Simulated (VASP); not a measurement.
Runs of VASP 6.6.1 on Si. The structure is that of space group Fd-3m (No. 227), or close to it. The cells are those of the table. 

```tsv
task	cell	k mesh	cutoff (eV)	smearing	gap on the mesh (eV)	pressure (GPa)
single point	a = 3.842 Å, angles 60.0°, 2 atoms	12 × 12 × 12	520	gaussian 0.02 eV	0.46	0.1
relaxation of cell and atoms	relaxed from a = 3.812 Å, angles 60.0°, 2 atoms	12 × 12 × 12	600	gaussian 0.02 eV	0.46	0.0
single point	a = 3.842 Å, angles 60.0°, 2 atoms	12 × 12 × 12	500	gaussian 0.02 eV	0.46	0.1
single point	a = 3.812 Å, angles 60.0°, 2 atoms	6 × 6 × 6	500	gaussian 0.1 eV	0.54	(a)
```

Alike in all rows: level PBEsol; potentials or basis VASP PAW PBE potentials, release 64 (Si); no spin polarisation.

Fill in the values left out.

(a) 2.5.

Caveats: the PAW data sets were made with another functional, which shifts forces and pressure a little.

A k mesh can miss the band edges.
